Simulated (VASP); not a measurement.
# Hg (I4/mmm) in VASP: a series of runs

Runs on Hg. Level: PBE. Tasks: single point.

Program: VASP 6.6.1. These are calculated values, not measurements. Logs are shortened: lines on timing, memory, paths and dates and some standing lists are left out, and cuts for length are marked.

### 1 The cell of the first run

The structure is tetragonal, space group I4/mmm (No. 139). The conventional cell has a = 4.139 Å, b = 4.139 Å, c = 3.605 Å, α = 90.00°, β = 90.00°, γ = 90.00°. Hg (site symmetry 4/mmm) has 14 Hg at 3.44 to 4.14 Å within 4.5 Å.

### 2 Single point, PBE

INCAR reads:

```
PREC = Accurate
ENCUT = 520
EDIFF = 1E-7
ISMEAR = 0
SIGMA = 0.42
LREAL = False
LASPH = True
NELM = 60
ALGO = Normal
ISIF = 2
LWAVE = False
LCHARG = True
GGA = PE
LELF = True
LVHAR = True
NBANDS = 12
```

KPOINTS reads:

```
Automatic mesh
0
Gamma
  4 4 4
```

POSCAR reads:

```
Hg
1.0
   -2.0696950000      2.0696950000      1.8022580000
    2.0696950000     -2.0696950000      1.8022580000
    2.0696950000      2.0696950000     -1.8022580000
Hg
1
Direct
    0.0000000000      0.0000000000      0.0000000000
```

Potentials or basis: VASP PAW PBE potentials, release 64 (Hg).

Run with:

```
$ cat potpaw_PBE.64/Hg/POTCAR > POTCAR
$ mpirun -np 1 vasp_std > vasp.out
```

OUTCAR:

```text
PREC = Accurate
   ENCUT = 520
   EDIFF = 1E-7
   ISMEAR = 0
   LREAL = False
   LASPH = True
   NELM = 60
   ISIF = 2
   GGA = PE

 ion  position               nearest neighbor table
   1  0.000  0.000  0.000-

  LATTYP: Found a body centered tetragonal cell.
 ALAT       =     4.1393900000
 C/A-ratio  =     0.8707843426

  Lattice vectors:

 A1 = (  -2.0696950000,   2.0696950000,   1.8022580000)
 A2 = (   2.0696950000,  -2.0696950000,   1.8022580000)
 A3 = (   2.0696950000,   2.0696950000,  -1.8022580000)

Analysis of symmetry for initial positions (statically):
=====================================================================
 Subroutine PRICEL returns:
 Original cell was already a primitive cell.

 Routine SETGRP: Setting up the symmetry group for a
 body centered tetragonal supercell.

 Subroutine GETGRP returns: Found 16 space group operations
 (whereof 16 operations were pure point group operations)
 out of a pool of 16 trial point group operations.

The static configuration has the point symmetry D_4h.

Analysis of symmetry for dynamics (positions and initial velocities):
=====================================================================
 Subroutine PRICEL returns:
 Original cell was already a primitive cell.

 Routine SETGRP: Setting up the symmetry group for a
 body centered tetragonal supercell.

 Subroutine GETGRP returns: Found 16 space group operations
 (whereof 16 operations were pure point group operations)
 out of a pool of 16 trial point group operations.

The dynamic configuration has the point symmetry D_4h.

 Subroutine INISYM returns: Found 16 space group operations
 (whereof 16 operations are pure point group operations),
 and found     1 'primitive' translations

----------------------------------------------------------------------------------------

                                     Primitive cell

  volume of cell :      30.8809

  direct lattice vectors                    reciprocal lattice vectors
    -2.069695000  2.069695000  1.802258000     0.000000000  0.241581489  0.277429758
     2.069695000 -2.069695000  1.802258000     0.241581489  0.000000000  0.277429758
     2.069695000  2.069695000 -1.802258000     0.241581489  0.241581489  0.000000000

  length of vectors
     3.437354897  3.437354897  3.437354897     0.367870747  0.367870747  0.341647818

  position of ions in fractional coordinates (direct lattice)
     0.000000000  0.000000000  0.000000000

  ion indices of the primitive-cell ions
   primitive index   ion index
                 1           1

----------------------------------------------------------------------------------------

 KPOINTS: Automatic mesh

Automatic generation of k-mesh.
 Grid dimensions read from file:
 generate k-points for:    4    4    4

 Generating k-lattice:

  Cartesian coordinates                     Fractional coordinates (reciprocal lattice)
     0.000000000  0.060395372  0.069357439     0.250000000  0.000000000  0.000000000
     0.060395372  0.000000000  0.069357439     0.000000000  0.250000000  0.000000000
     0.060395372  0.060395372  0.000000000     0.000000000  0.000000000  0.250000000

  Length of vectors
     0.091967687  0.091967687  0.085411955

  Shift w.r.t. Gamma in fractional coordinates (k-lattice)
     0.000000000  0.000000000  0.000000000

 Subroutine IBZKPT returns following result:
 ===========================================

 Found     13 irreducible k-points:

 Following reciprocal coordinates:
            Coordinates               Weight
  0.000000  0.000000  0.000000      1.000000
  0.250000  0.000000  0.000000      8.000000
  0.500000  0.000000  0.000000      4.000000
  0.250000  0.250000  0.000000      8.000000
  0.500000  0.250000 -0.000000     16.000000
 -0.250000  0.250000  0.000000      4.000000
  0.500000  0.500000  0.000000      2.000000
  0.250000  0.250000  0.250000      2.000000
 -0.250000  0.250000  0.250000      4.000000
  0.500000  0.500000  0.250000      4.000000
 -0.250000  0.500000  0.250000      8.000000
 -0.250000 -0.250000  0.250000      2.000000
  0.500000  0.500000  0.500000      1.000000
   k-points           NKPTS =     13   k-points in BZ     NKDIM =     13   number of bands    NBANDS=     12
   number of dos      NEDOS =    301   number of ions     NIONS =      1
   total plane-waves  NPLWV =  21952
   dimension x,y,z NGX =    28 NGY =   28 NGZ =   28
   dimension x,y,z NGXF=    56 NGYF=   56 NGZF=   56
   ions per type =               1
   NGX,Y,Z   is equivalent  to a cutoff of  13.54, 13.54, 13.54 a.u.
   NGXF,Y,Z  is equivalent  to a cutoff of  27.08, 27.08, 27.08 a.u.
 SYSTEM =  unknown system
   PREC   = accura    normal or accurate (medium, high low for compatibility)
   ISTART =      0    job   : 0-new  1-cont  2-samecut
   ICHARG =      2    charge: 1-file 2-atom 10-const
   ISPIN  =      1    spin polarized calculation?
   LNONCOLLINEAR =      F non collinear calculations
   LSORBIT =      F    spin-orbit coupling
   LASPH  =      T    aspherical Exc in radial PAW
   ENCUT  =  520.0 eV  38.22 Ry    6.18 a.u.   6.39  6.39  6.39*2*pi/ulx,y,z
   NELM   =     60;   NELMIN=  2; NELMDL= -5     # of ELM steps
   EDIFF  = 0.1E-06   stopping-criterion for ELM
   LREAL  =      F    real-space projection
   EDIFFG = 0.1E-05   stopping-criterion for IOM
   NSW    =      0    number of steps for IOM
   IBRION =     -1    ionic relax: 0-MD 1-quasi-New 2-CG
   NFREE  =      0    steps in history (QN), initial steepest desc. (CG)
   ISIF   =      2    stress and relaxation
   ISYM   =      2    0-nonsym 1-usesym 2-fastsym
   POTIM  = 0.5000    time-step for ionic-motion
   TEBEG  =    0.0;   TEEND  =   0.0 temperature during run
   PSTRESS=    0.0 pullay stress
   NELECT =      12.0000    total number of electrons
   NUPDOWN=      -1.0000    fix difference up-down
   EMIN   =  10.00;   EMAX   =-10.00  energy-range for DOS
   EFERMI =   0.00;   METHOD = LEGACY
   ISMEAR =     0;   SIGMA  =   0.42  broadening in eV -4-tet -1-fermi 0-gaus
   EFERMI_NEDOS =   21; number of points for ismear=-14 and -15
   IALGO  =     38    algorithm
   IMIX   =      4    mixing-type and parameters
     AMIX     =   0.40;   BMIX     =  1.00
     AMIX_MAG =   1.60;   BMIX_MAG =  1.00
  volume/ion in A,a.u.               =      30.88       208.39
  Fermi-wavevector in a.u.,A,eV,Ry     =   1.194645  2.257551 19.417902  1.427176
  Thomas-Fermi vector in A             =   2.330630
   LORBIT       =      0    0 simple, 1 ext, 2 COOP (PROOUT), +10 PAW based schemes
   GGA     = PE    functional components
   LHFCALC =     F    Hartree Fock is set to
   AEXX    =    0.0000 exact exchange contribution
   IVDW    =     0    specifies the selected vdW correction
   LEPSILON=     F    determine dielectric tensor
   LRPA    =     F    only Hartree local field effects (RPA)
 non-spin polarized calculation
 Gauss-broadening in eV      SIGMA  =   0.42
  energy-cutoff  :      520.00
  volume of cell :       30.88
 maximum number of plane-waves:       855
 NGX is ok and might be reduce to    28
   NGX = 13   NGY = 13   NGZ = 13

 number of electron      12.0000002 magnetization

 Free energy of the ion-electron system (eV)
  ---------------------------------------------------
  ext. energy  EPLUGINS =         0.00000000
  ---------------------------------------------------
  free energy    TOTEN  =        -0.17407996 eV

  energy without entropy =       -0.14555536  energy(sigma->0) =       -0.15981766

 E-fermi :   0.3826     XC(G=0):  -9.4176

 val. band max:        0.2774190784   @ k =   0.5000   0.5000   0.0000
 cond. band min:       0.7163533524   @ k =   0.5000   0.0000   0.0000
 fundamental gap:      0.4389342740
 Fermi energy:         0.3826169230

 k-point     1 :       0.0000    0.0000    0.0000
  band No.  band energies     occupation
      1      -6.2047      2.00000
      2      -5.5918      2.00000
      3      -5.3413      2.00000
      4      -5.3413      2.00000
      5      -5.1230      2.00000
      6      -4.8433      2.00000
      7      12.6867      0.00000
      8      12.6867      0.00000
      9      14.9866      0.00000
     10      15.6480      0.00000
     11      15.6480      0.00000
     12      16.5100      0.00000

 k-point     2 :       0.2500    0.0000    0.0000
  band No.  band energies     occupation
      1      -5.6420      2.00000
      2      -5.6264      2.00000
      3      -5.0462      2.00000
      4      -4.9602      2.00000
      5      -4.9467      2.00000
      6      -4.5206      2.00000
      7       7.3703      0.00000
      8      10.3236      0.00000
      9      10.8584      0.00000
     10      13.3243      0.00000
     11      14.2544      0.00000
     12      16.9487      0.00000

 k-point     3 :       0.5000    0.0000    0.0000
  band No.  band energies     occupation
      1      -5.8611      2.00000
      2      -5.7734      2.00000
      3      -4.9978      2.00000
      4      -4.7491      2.00000
      5      -4.5733      2.00000
      6      -0.5355      1.99801
      7       0.7164      0.26112
      8       8.4745      0.00000
      9       9.4370      0.00000
     10      12.4846      0.00000
     11      13.7415      0.00000
     12      18.0264      0.00000

 k-point     4 :       0.2500    0.2500    0.0000
  band No.  band energies     occupation
      1      -5.7622      2.00000
      2      -5.4676      2.00000
      3      -5.0836      2.00000
      4      -5.0199      2.00000
      5      -4.6983      2.00000
      6      -1.3726      2.00000
      7       3.0444      0.00000
      8       5.6004      0.00000
      9       9.1299      0.00000
     10      14.7390      0.00000
     11      14.8036      0.00000
     12      18.7234      0.00000

 k-point     5 :       0.5000    0.2500   -0.0000
  band No.  band energies     occupation
      1      -5.6610      2.00000
      2      -5.4438      2.00000
      3      -5.1265      2.00000
      4      -4.9924      2.00000
      5      -4.8995      2.00000
      6      -1.9768      2.00000
      7       3.3893      0.00000
      8       5.7504      0.00000
      9      10.1351      0.00000
     10      14.2874      0.00000
     11      17.7725      0.00000
     12      18.3233      0.00000

 k-point     6 :      -0.2500    0.2500    0.0000
  band No.  band energies     occupation
      1      -5.7769      2.00000
      2      -5.4271      2.00000
      3      -5.2151      2.00000
      4      -4.9880      2.00000
      5      -4.9175      2.00000
      6      -4.6707      2.00000
      7       5.9974      0.00000
      8      12.2487      0.00000
      9      12.7772      0.00000
     10      14.6854      0.00000
     11      15.1743      0.00000
     12      15.9848      0.00000

 k-point     7 :       0.5000    0.5000    0.0000
  band No.  band energies     occupation
      1      -5.8921      2.00000
      2      -5.5111      2.00000
      3      -5.1792      2.00000
      4      -4.9880      2.00000
      5      -4.5984      2.00000
      6      -1.3472      2.00000
      7       0.2774      1.27683
      8      10.4617      0.00000
      9      11.7796      0.00000
     10      14.9949      0.00000
     11      15.6736      0.00000
     12      17.0485      0.00000

 k-point     8 :       0.2500    0.2500    0.2500
  band No.  band energies     occupation
      1      -5.4352      2.00000
      2      -5.4352      2.00000
      3      -5.3390      2.00000
      4      -4.9671      2.00000
      5      -4.8216      2.00000
      6      -0.1701      1.93726
      7       3.6212      0.00000
      8       4.4322      0.00000
      9       4.4322      0.00000
     10      20.6240      0.00000
     11      20.6240      0.00000
     12      20.7761      0.00000

 k-point     9 :      -0.2500    0.2500    0.2500
  band No.  band energies     occupation
      1      -5.5118      2.00000
      2      -5.2775      2.00000
      3      -5.2315      2.00000
      4      -5.0936      2.00000
      5      -5.0132      2.00000
      6      -3.5106      2.00000
      7       7.0784      0.00000
      8       7.1265      0.00000
      9       9.7318      0.00000
     10      12.0179      0.00000
     11      16.8773      0.00000
     12      18.6077      0.00000

 k-point    10 :       0.5000    0.5000    0.2500
  band No.  band energies     occupation
      1      -5.7184      2.00000
      2      -5.4485      2.00000
      3      -5.1187      2.00000
      4      -5.0278      2.00000
      5      -4.6363      2.00000
      6      -0.5802      1.99881
      7       1.7616      0.00000
      8       8.1528      0.00000
      9       8.8901      0.00000
     10      12.1443      0.00000
     11      12.4044      0.00000
     12      18.7249      0.00000

 k-point    11 :      -0.2500    0.5000    0.2500
  band No.  band energies     occupation
      1      -5.5988      2.00000
      2      -5.4267      2.00000
      3      -5.2647      2.00000
      4      -5.0102      2.00000
      5      -4.6021      2.00000
      6      -0.0133      1.81751
      7       2.8020      0.00000
      8       5.7225      0.00000
      9       7.1578      0.00000
     10      11.9832      0.00000
     11      15.9842      0.00000
     12      17.7938      0.00000

 k-point    12 :      -0.2500   -0.2500    0.2500
  band No.  band energies     occupation
      1      -5.2951      2.00000
      2      -5.2838      2.00000
      3      -5.2838      2.00000
      4      -5.1563      2.00000
      5      -5.0900      2.00000
      6      -2.6014      2.00000
      7       6.2143      0.00000
      8       7.9261      0.00000
      9       7.9261      0.00000
     10      10.7271      0.00000
     11      17.3694      0.00000
     12      17.3694      0.00000

 k-point    13 :       0.5000    0.5000    0.5000
  band No.  band energies     occupation
      1      -5.8735      2.00000
      2      -5.8029      2.00000
      3      -4.6739      2.00000
      4      -4.6739      2.00000
      5      -4.5952      2.00000
      6       2.0017      0.00000
      7       3.8278      0.00000
      8       3.8278      0.00000
      9       6.5886      0.00000
     10       8.9581      0.00000
     11      11.0853      0.00000
     12      22.0625      0.00000

------------------------ aborting loop because EDIFF is reached ----------------------------------------

  FORCE on cell =-STRESS in cart. coord.  units (eV):
  Direction    XX          YY          ZZ          XY          YZ          ZX
  --------------------------------------------------------------------------------------
  -------------------------------------------------------------------------------------
  Total        0.0368797      0.0368797     -0.1173528      0.0000000     -0.0000000      0.0000000
  in kB        1.9134104      1.9134104     -6.0885590      0.0000000     -0.0000000      0.0000000
  external PRESSURE =      -0.7539127 kB  Pullay stress =       0.0000000 kB

 VOLUME and BASIS-vectors are now :
 -----------------------------------------------------------------------------
  energy-cutoff  :      520.00
  volume of cell :       30.88
      direct lattice vectors                 reciprocal lattice vectors
    -2.069695000  2.069695000  1.802258000     0.000000000  0.241581489  0.277429758
     2.069695000 -2.069695000  1.802258000     0.241581489  0.000000000  0.277429758
     2.069695000  2.069695000 -1.802258000     0.241581489  0.241581489  0.000000000

 POSITION                                       TOTAL-FORCE (eV/Angst)
 -----------------------------------------------------------------------------------
      0.00000      0.00000      0.00000        -0.000000      0.000000      0.000000
 -----------------------------------------------------------------------------------
    total drift:                               -0.000000     -0.000000      0.000000

  FREE ENERGIE OF THE ION-ELECTRON SYSTEM (eV)
  ---------------------------------------------------
  free  energy   TOTEN  =        -0.1740799569 eV

  energy  without entropy=       -0.1455553646  energy(sigma->0) =       -0.15981766
```

It took 11 s on 1 thread of Intel Xeon 8259CL, shared host; peak memory 0.15 GiB.

Results:

```
Free energy            : -0.1741 eV
Pressure               : -0.1 GPa
Band gap on the k mesh : zero (bands 6 and 7 overlap by 1.72 eV)
```

Levels at points of the mesh, in eV from the Fermi level:
```
           k point  band 3  band 4  band 5  band 6  band 7  band 8  band 9  band 10
(0.00, 0.00, 0.00)   -5.72   -5.72   -5.51   -5.23   12.30   12.30   14.60    15.27
(0.50, 0.00, 0.00)   -5.38   -5.13   -4.96   -0.92    0.33    8.09    9.05    12.10
(0.50, 0.50, 0.00)   -5.56   -5.37   -4.98   -1.73   -0.11   10.08   11.40    14.61
(0.50, 0.50, 0.50)   -5.06   -5.06   -4.98    1.62    3.45    3.45    6.21     8.58
```

Caveat: the k points lie up to 0.58 Å⁻¹ apart, too coarse for converged energies and pressures of a metal; so wide a smearing shifts energies and pressures; spin-orbit coupling is left out, which moves the levels of the heavy elements.

### 3 Single point, PBE

INCAR reads:

```
SYSTEM = Hg
  ALGO = Fast
  EDIFF = 1E-7
  ENCUT = 520
  GGA = PE
  ISIF = 2
  ISMEAR = -1
  LASPH = .TRUE.
  LCHARG = .TRUE.
  LELF = .TRUE.
  LREAL = .FALSE.
  LVHAR = .TRUE.
  LWAVE = .FALSE.
  NBANDS = 12
  NELM = 100
  PREC = Accurate
  SIGMA = 0.2585199978643553
```

KPOINTS reads:

```
k-points
0
G
  4 4 4
  0 0 0
```

Changes to POSCAR since step 2:

```diff
@@ -8,2 +8,2 @@
 Direct
-    0.0000000000      0.0000000000      0.0000000000
+    0.0554859515      0.0554859515      0.0000000000
```

Potentials or basis: VASP PAW PBE potentials, release 64 (Hg).

Run with:

```
$ cat potpaw_PBE.64/Hg/POTCAR > POTCAR
$ mpirun -np 1 vasp_std > vasp.out
```

It took 11 s on 1 thread of Intel Xeon 8259CL, shared host; peak memory 0.15 GiB.

Results (log left out):

* Free energy: -0.1953 eV
* Pressure: -0.6 GPa
* Band gap on the k mesh: zero (bands 6 and 7 overlap by 1.72 eV)

Stress tensor (GPa, compression positive):
```
-0.36  0.00  0.00
 0.00 -0.36  0.00
 0.00  0.00 -0.95
```

Levels at points of the mesh, in eV from the Fermi level:
```
           k point  band 2  band 3  band 4  band 5  band 6  band 7  band 8  band 9  band 10  band 11
(0.00, 0.00, 0.00)   -6.06   -5.81   -5.81   -5.59   -5.31   12.23   12.23   14.53    15.19    15.19
(0.50, 0.00, 0.00)   -6.24   -5.47   -5.22   -5.04   -0.99    0.26    8.02    8.98    12.02    13.28
(0.50, 0.50, 0.00)   -5.98   -5.65   -5.46   -5.07   -1.81   -0.18   10.01   11.32    14.53    15.21
(0.50, 0.50, 0.50)   -6.27   -5.14   -5.14   -5.06    1.54    3.37    3.37    6.13     8.50    10.62
```

Caveat: the k points lie up to 0.58 Å⁻¹ apart, too coarse for converged energies and pressures of a metal; spin-orbit coupling is left out, which moves the levels of the heavy elements.
